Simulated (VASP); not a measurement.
Here is a VASP 6.6.1 calculation.

File INCAR:

```
PREC = Accurate
ENCUT = 520
EDIFF = 1E-7
ISMEAR = -1
SIGMA = 0.1
LREAL = F
LASPH = T
NELM = 100
ALGO = Normal
ISIF = 2
LWAVE = F
LCHARG = F
GGA = RP
NBANDS = 11
```

File KPOINTS:

```
regular mesh
0
Gamma
  12 12 12
```

The input POSCAR:

```
Hf
1.0
    2.8683084444      0.0000000000      0.0000000000
    0.0000000000      2.8683084444      0.0000000000
    0.0000000000      0.0000000000      2.8683084444
Hf
1
Direct
    0.0000000000      0.0000000000      0.0000000000
```

Potentials or basis: VASP PAW PBE potentials, release 64 (Hf_pv).

Launch:

```console
$ cat potpaw_PBE.64/Hf_pv/POTCAR > POTCAR
$ mpirun -np 1 vasp_std > vasp.out
```

(1) Predict the band gap on the k mesh.

(2) Estimate the pressure.

Results:

(1) zero (band 5 reaches 5.17 eV, above the bottom of band 6 at 2.70 eV).

(2) 6.4 GPa.

Caveat: the PAW data sets were made with another functional, which shifts forces and pressure a little; spin-orbit coupling is left out, which moves the levels of the heavy elements.
